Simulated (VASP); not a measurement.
P3Pt2:

```
CELL_PARAMETERS angstrom
-3.99765 0.00000 3.73601
3.99765 0.00000 3.73601
0.00000 6.06593 3.73601
ATOMIC_POSITIONS crystal
Pt 0.71800 0.28200 0.00000
Pt 0.28200 0.71800 0.00000
Pt 0.75000 0.25000 0.50000
Pt 0.25000 0.75000 0.50000
P 0.13330 0.13330 0.14700
P 0.28030 0.28030 0.85300
P 0.86670 0.86670 0.85300
P 0.71970 0.71970 0.14700
P 0.85190 0.85190 0.29620
P 0.14810 0.14810 0.70380
```

Base run:

```yaml
Program: VASP 6.6.1
Functional: PBE
Potentials_or_basis: VASP PAW PBE potentials, release 64 (Pt, P)
Cutoff: 520 eV
k_mesh: 4 × 4 × 4
Occupations: methfessel-paxton, width 0.2623 eV
Spin: no spin polarisation
Hubbard_terms: Pt d U = 8.0 eV
```

Its results: band gap on the k mesh zero (bands 35 and 36 overlap by 0.25 eV); pressure 26.5 GPa; largest force 12.626 eV/Å.

Q: The run is repeated on the same cell with these changes: hubbard terms from Pt d U = 8.0 eV to none. What comes out?

A: Band gap on the k mesh zero (bands 35 and 36 overlap by 0.59 eV); pressure 25.4 GPa; largest force 12.820 eV/Å.

Caveats: the cell stands under pressure; spin-orbit coupling is left out, which moves the levels of the heavy elements; forces of over 1 eV/Å act on the atoms, so gaps and moduli don't describe the material at rest; U without spin polarisation on a metal has little footing (at least some runs); the U is typed as a test and isn't derived for this compound (at least some runs).
